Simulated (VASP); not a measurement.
The system is AlCo (rocksalt type).

```xyz
2
Lattice="0.0000 2.4138 2.4138 2.4138 0.0000 2.4138 2.4138 2.4138 0.0000" Properties=species:S:1:pos:R:3 pbc="T T T"
Co    0.0000    0.0000    0.0000
Al    2.4138    2.4138    2.4138
```

```yaml
Program: VASP 6.6.1
Task: relaxation of cell and atoms
Functional: PBE
Potentials_or_basis: VASP PAW PBE potentials, release 64 (Co, Al)
Cutoff: 600 eV
k_mesh: 14 × 14 × 14
Occupations: fermi-dirac, width 0.08 eV
Spin: no spin polarisation
```

At the start: pressure -2.7 GPa; volume 14.06 Å³/atom.

Task: How do energy, volume and symmetry change on relaxing?

Result: Over 3 steps the energy falls by 2.9 meV/atom and the volume is 13.73 Å³/atom (-2.4 %); space group Fm-3m (No. 225, to 0.1 Å) before and after.

Step by step:
```tsv
step	energy change (eV)	largest force (eV/Å)	pressure (GPa)	volume (Å³)
1	0.0000	0.0000	-2.74	28.13
2	-0.0045	0.0000	1.44	27.16
3	-0.0058	0.0000	-0.03	27.46
```

Final structure:
```
Co Al
1.0
     0.00000    2.39468    2.39468
     2.39468    0.00000    2.39468
     2.39468    2.39468    0.00000
Co Al
1 1
Direct
  0.00000 0.00000 0.00000
  0.50000 0.50000 0.50000
```

Caveat: the run has no spin polarisation, though such a crystal can be magnetic.
